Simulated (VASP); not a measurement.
# Cr in VASP: further runs, part 2 of 2

VASP 6.6.1. The steps go on from the part before.

### Step 3. Relaxation of volume and atoms at fixed shape, PBEsol

This run uses another cell than the first one, of 11.99 Å³/atom, 1.068 times its volume.

Input file INCAR:

```
SYSTEM = Cr
PREC     = Accurate       ! precision mode
ENCUT    = 600            ! plane-wave cutoff, eV
EDIFF    = 1E-7           ! SCF threshold, eV
ISMEAR   = 1              ! smearing method
SIGMA    = 0.1            ! smearing width, eV
LREAL    = .False.        ! projectors in reciprocal space
LASPH    = .True.         ! aspherical terms in the spheres
NELM     = 60             ! most SCF steps
ALGO     = Normal         ! electronic algorithm
ISIF     = 8              ! what is computed and relaxed
LWAVE    = .False.        ! write WAVECAR
LCHARG   = .False.        ! write CHGCAR
GGA      = PS             ! functional
IBRION   = 2              ! ionic algorithm
NSW      = 80             ! ionic steps
EDIFFG   = -0.01          ! ionic threshold
```

Input file KPOINTS:

```
regular mesh
0
Gamma
  18 18 18
  0 0 0
```

Input file POSCAR:

```
Cr
1.0
    2.8840000000      0.0000000000      0.0000000000
    0.0000000000      2.8840000000      0.0000000000
    0.0000000000      0.0000000000      2.8840000000
Cr
2
Direct
    0.0000000000      0.0000000000      0.0000000000
    0.5000000000      0.5000000000      0.5000000000
```

Potentials or basis: VASP PAW PBE potentials, release 64 (Cr_pv).

Run with:

```bash
$ cat potpaw_PBE.64/Cr_pv/POTCAR > POTCAR
$ mpirun -np 1 vasp_std > vasp.out
```

OUTCAR:

```text
SYSTEM = Cr
   PREC = Accurate
   ENCUT = 600
   EDIFF = 1E-7
   ISMEAR = 1
   LREAL = .False.
   LASPH = .True.
   NELM = 60
   ISIF = 8
   GGA = PS
   IBRION = 2
   NSW = 80
   EDIFFG = -0.01

 ion  position               nearest neighbor table
   1  0.000  0.000  0.000-   2 2.50   2 2.50   2 2.50   2 2.50   2 2.50   2 2.50   2 2.50   2 2.50

   2  0.500  0.500  0.500-   1 2.50   1 2.50   1 2.50   1 2.50   1 2.50   1 2.50   1 2.50   1 2.50

  LATTYP: Found a simple cubic cell.
 ALAT       =     2.8840000000

  Lattice vectors:

 A1 = (   2.8840000000,   0.0000000000,   0.0000000000)
 A2 = (   0.0000000000,   2.8840000000,   0.0000000000)
 A3 = (   0.0000000000,   0.0000000000,   2.8840000000)

Analysis of symmetry for initial positions (statically):
=====================================================================
 Subroutine PRICEL returns following result:

  LATTYP: Found a body centered cubic cell.
 ALAT       =     2.8840000000

  Lattice vectors:

 A1 = (   1.4420000000,   1.4420000000,  -1.4420000000)
 A2 = (  -1.4420000000,   1.4420000000,   1.4420000000)
 A3 = (   1.4420000000,  -1.4420000000,   1.4420000000)

   2 primitive cells build up your supercell.

 Routine SETGRP: Setting up the symmetry group for a
 simple cubic supercell.

 Subroutine GETGRP returns: Found 48 space group operations
 (whereof 48 operations were pure point group operations)
 out of a pool of 48 trial point group operations.

The static configuration has the point symmetry O_h .

Analysis of symmetry for dynamics (positions and initial velocities):
=====================================================================
 Subroutine PRICEL returns following result:

  LATTYP: Found a body centered cubic cell.
 ALAT       =     2.8840000000

  Lattice vectors:

 A1 = (   1.4420000000,   1.4420000000,  -1.4420000000)
 A2 = (  -1.4420000000,   1.4420000000,   1.4420000000)
 A3 = (   1.4420000000,  -1.4420000000,   1.4420000000)

   2 primitive cells build up your supercell.

 Routine SETGRP: Setting up the symmetry group for a
 simple cubic supercell.

 Subroutine GETGRP returns: Found 48 space group operations
 (whereof 48 operations were pure point group operations)
 out of a pool of 48 trial point group operations.

The dynamic configuration has the point symmetry O_h .

 Subroutine INISYM returns: Found 48 space group operations
 (whereof 48 operations are pure point group operations),
 and found     2 'primitive' translations

----------------------------------------------------------------------------------------

                                     Primitive cell

  volume of cell :      11.9938

  direct lattice vectors                    reciprocal lattice vectors
     1.442000000  1.442000000 -1.442000000     0.346740638  0.346740638  0.000000000
    -1.442000000  1.442000000  1.442000000    -0.000000000  0.346740638  0.346740638
     1.442000000 -1.442000000  1.442000000     0.346740638  0.000000000  0.346740638

  length of vectors
     2.497617265  2.497617265  2.497617265     0.490365313  0.490365313  0.490365313

  position of ions in fractional coordinates (direct lattice)
     0.000000000  0.000000000  0.000000000

[... 58 lines left out ...]
   number of dos      NEDOS =    301   number of ions     NIONS =      2
   total plane-waves  NPLWV =  13824
   dimension x,y,z NGX =    24 NGY =   24 NGZ =   24
   dimension x,y,z NGXF=    48 NGYF=   48 NGZF=   48
   ions per type =               2
   NGX,Y,Z   is equivalent  to a cutoff of  13.83, 13.83, 13.83 a.u.
   NGXF,Y,Z  is equivalent  to a cutoff of  27.67, 27.67, 27.67 a.u.
 SYSTEM =  Cr
   PREC   = accura    normal or accurate (medium, high low for compatibility)
   ISTART =      0    job   : 0-new  1-cont  2-samecut
   ICHARG =      2    charge: 1-file 2-atom 10-const
   ISPIN  =      1    spin polarized calculation?
   LNONCOLLINEAR =      F non collinear calculations
   LSORBIT =      F    spin-orbit coupling
   LASPH  =      T    aspherical Exc in radial PAW
   ENCUT  =  600.0 eV  44.10 Ry    6.64 a.u.   5.76  5.76  5.76*2*pi/ulx,y,z
   NELM   =     60;   NELMIN=  2; NELMDL= -5     # of ELM steps
   EDIFF  = 0.1E-06   stopping-criterion for ELM
   LREAL  =      F    real-space projection
   EDIFFG = -.1E-01   stopping-criterion for IOM
   NSW    =     80    number of steps for IOM
   IBRION =      2    ionic relax: 0-MD 1-quasi-New 2-CG
   NFREE  =      1    steps in history (QN), initial steepest desc. (CG)
   ISIF   =      8    stress and relaxation
   ISYM   =      2    0-nonsym 1-usesym 2-fastsym
   POTIM  = 0.5000    time-step for ionic-motion
   TEBEG  =    0.0;   TEEND  =   0.0 temperature during run
   PSTRESS=    0.0 pullay stress
   NELECT =      24.0000    total number of electrons
   NUPDOWN=      -1.0000    fix difference up-down
   EMIN   =  10.00;   EMAX   =-10.00  energy-range for DOS
   EFERMI =   0.00;   METHOD = LEGACY
   ISMEAR =     1;   SIGMA  =   0.10  broadening in eV -4-tet -1-fermi 0-gaus
   EFERMI_NEDOS =   21; number of points for ismear=-14 and -15
   IALGO  =     38    algorithm
   IMIX   =      4    mixing-type and parameters
     AMIX     =   0.40;   BMIX     =  1.00
     AMIX_MAG =   1.60;   BMIX_MAG =  1.00
  volume/ion in A,a.u.               =      11.99        80.94
  Fermi-wavevector in a.u.,A,eV,Ry     =   1.637382  3.094203 36.477485  2.681020
  Thomas-Fermi vector in A             =   2.728531
   LORBIT       =      0    0 simple, 1 ext, 2 COOP (PROOUT), +10 PAW based schemes
   GGA     = PS    functional components
   LHFCALC =     F    Hartree Fock is set to
   AEXX    =    0.0000 exact exchange contribution
   IVDW    =     0    specifies the selected vdW correction
   LEPSILON=     F    determine dielectric tensor
   LRPA    =     F    only Hartree local field effects (RPA)
 conjugate gradient relaxation of ions
 non-spin polarized calculation
 Methfessel and Paxton  Order N= 1 SIGMA  =   0.10
  energy-cutoff  :      600.00
  volume of cell :       23.99
 maximum number of plane-waves:       840
 NGX is ok and might be reduce to    24
   NGX = 11   NGY = 11   NGZ = 11

--------------------------------------- Ionic step        1  -------------------------------------------

 number of electron      23.9999980 magnetization

 Free energy of the ion-electron system (eV)
  ---------------------------------------------------
  ext. energy  EPLUGINS =         0.00000000
  ---------------------------------------------------
  free energy    TOTEN  =       -20.37920974 eV

  energy without entropy =      -20.37939824  energy(sigma->0) =      -20.37927257

------------------------ aborting loop because EDIFF is reached ----------------------------------------

  FORCE on cell =-STRESS in cart. coord.  units (eV):
  Direction    XX          YY          ZZ          XY          YZ          ZX
  --------------------------------------------------------------------------------------
  -------------------------------------------------------------------------------------
  Total       -2.7327729     -2.7327729     -2.7327729      0.0000000      0.0000000     -0.0000000
  in kB     -182.5275209   -182.5275209   -182.5275209      0.0000000      0.0000000     -0.0000000
  external PRESSURE =    -182.5275209 kB  Pullay stress =       0.0000000 kB
[... 95 lines left out ...]
--------------------------------------- Ionic step        4  -------------------------------------------

 number of electron      24.0000017 magnetization

 Free energy of the ion-electron system (eV)
  ---------------------------------------------------
  ext. energy  EPLUGINS =         0.00000000
  ---------------------------------------------------
  free energy    TOTEN  =       -20.48598770 eV

  energy without entropy =      -20.48610652  energy(sigma->0) =      -20.48602731

 E-fermi :  11.3916     XC(G=0): -14.0571

 val. band max:       11.3899352275   @ k =   0.5000   0.3889   0.0000
 cond. band min:      11.4006989893   @ k =   0.3333   0.0556   0.0000
 fundamental gap:      0.0107637618
 Fermi energy:        11.3916288606

 k-point     1 :       0.0000    0.0000    0.0000
  band No.  band energies     occupation
      1     -31.8677      2.00000
      2     -31.8677      2.00000
      3     -31.8677      2.00000
      4     -31.1550      2.00000
      5     -31.1550      2.00000
      6     -31.1550      2.00000
[... 433 lines left out ...]
      3     -31.5976      2.00000
      4     -31.5929      2.00000
      5     -31.3334      2.00000
      6     -31.2543      2.00000
[... 8 lines left out ...]
     15      11.8062     -0.00000
     16      13.0834     -0.00000

 [... further k-points ...]

------------------------ aborting loop because EDIFF is reached ----------------------------------------

  FORCE on cell =-STRESS in cart. coord.  units (eV):
  Direction    XX          YY          ZZ          XY          YZ          ZX
  --------------------------------------------------------------------------------------
  -------------------------------------------------------------------------------------
  Total       -0.0185550     -0.0185550     -0.0185550      0.0000000     -0.0000000     -0.0000000
  in kB       -1.3364216     -1.3364216     -1.3364216      0.0000000     -0.0000000     -0.0000000
  external PRESSURE =      -1.3364216 kB  Pullay stress =       0.0000000 kB
[... 17 lines left out ...]
  FREE ENERGIE OF THE ION-ELECTRON SYSTEM (eV)
  ---------------------------------------------------
  free  energy   TOTEN  =       -20.4859876975 eV

  energy  without entropy=      -20.4861065228  energy(sigma->0) =      -20.48602731

 reached required accuracy - stopping structural energy minimisation
```

It took 5.4 min on 1 thread of AMD EPYC 7R43 (Zen 3), shared host; peak memory 0.18 GiB.

Results:

| Quantity | Value |
| --- | --- |
| Free energy | -20.4860 eV |
| Relaxed volume | 11.12 Å³/atom |
| Relaxed cell | a = 2.812 Å, b = 2.812 Å, c = 2.812 Å, α = 90.00°, β = 90.00°, γ = 90.00° |
| Space group after relaxing (to 0.05 Å) | Im-3m (No. 229) |
| Energy gained by relaxing | 53.4 meV/atom |
| Ionic steps | 4 |
| Pressure after relaxing | -0.1 GPa |
| Band gap on the k mesh | zero (band 12 reaches 12.56 eV, above the bottom of band 13 at 10.95 eV) |

Step by step:
```tsv
step	energy change (eV)	largest force (eV/Å)	pressure (GPa)	volume (Å³)
1	0.0000	0.0000	-18.25	23.99
2	0.2525	0.0000	47.97	19.55
3	-0.1066	0.0000	-0.85	22.30
4	-0.1068	0.0000	-0.13	22.24
```

Final structure:
```yaml
crystal:
  lattice:
    - [2.81239, 0.00000, 0.00000]
    - [0.00000, 2.81239, 0.00000]
    - [0.00000, 0.00000, 2.81239]
  atoms:
    - { symbol: Cr, position: [0.00000, 0.00000, 0.00000] }
    - { symbol: Cr, position: [0.50000, 0.50000, 0.50000] }
```

Levels at points of the mesh, in eV from the Fermi level:
```
           k point  band 9  band 10  band 11  band 12  band 13  band 14  band 15  band 16
(0.00, 0.00, 0.00)   -4.61    -0.98    -0.98    -0.98     1.15     1.15     2.58     2.58
(0.50, 0.00, 0.00)   -1.98    -1.98    -0.44    -0.44    -0.44    -0.44     0.70     0.70
(0.50, 0.50, 0.00)   -2.62    -2.62     1.17     1.17     1.19     1.19     1.52     1.52
(0.50, 0.50, 0.50)   -2.45    -2.45    -2.45    -2.45     1.58     1.58     1.58     1.58
```

Caveat: the PAW data sets were made with another functional, which shifts forces and pressure a little; the run has no spin polarisation, though such a crystal can be magnetic. Spin polarisation is off, so any magnetic state and its effect on volume and gap are missing.
